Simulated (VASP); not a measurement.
Crystal: TePb.

```
Pb Te
1.0
     0.00000    3.20931    3.20931
     3.20931    0.00000    3.20931
     3.20931    3.20931    0.00000
Pb Te
1 1
Cartesian
  0.0000 0.0000 0.0000
  3.2093 3.2093 3.2093
```

Base run:

```yaml
Program: VASP 6.6.1
Functional: PBE exchange alone
Potentials_or_basis: VASP PAW PBE potentials, release 64 (Pb_d, Te)
Cutoff: 520 eV
k_mesh: 7 × 7 × 7
Occupations: fermi-dirac, width 0.05 eV
Spin: no spin polarisation
```

Its results: pressure 11.5 GPa.

Task: The run is repeated on the same cell with these changes: functional from PBE exchange alone to PBEsol. What comes out?

Result: Pressure 0.5 GPa.

Caveats: the PAW data sets were made with another functional, which shifts forces and pressure a little (some runs).
